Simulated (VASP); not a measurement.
V:

```
CELL_PARAMETERS angstrom
2.44899 0.00000 0.00000
0.00000 2.44899 0.00000
0.00000 0.00000 2.44899
ATOMIC_POSITIONS crystal
V 0.00000 0.00000 0.00000
```

Base run:

```yaml
Program: VASP 6.6.1
Functional: PBE
Potentials_or_basis: VASP PAW PBE potentials, release 64 (V_sv)
Cutoff: 520 eV
k_mesh: 15 × 15 × 15
Occupations: fermi-dirac, width 0.0612256 eV
Spin: no spin polarisation
```

Its results: pressure 0.7 GPa.

**Question.** The run is repeated on the same cell with these changes: k mesh from 15 × 15 × 15 to 44 × 44 × 44. What comes out?

**Answer.** Pressure 0.2 GPa.
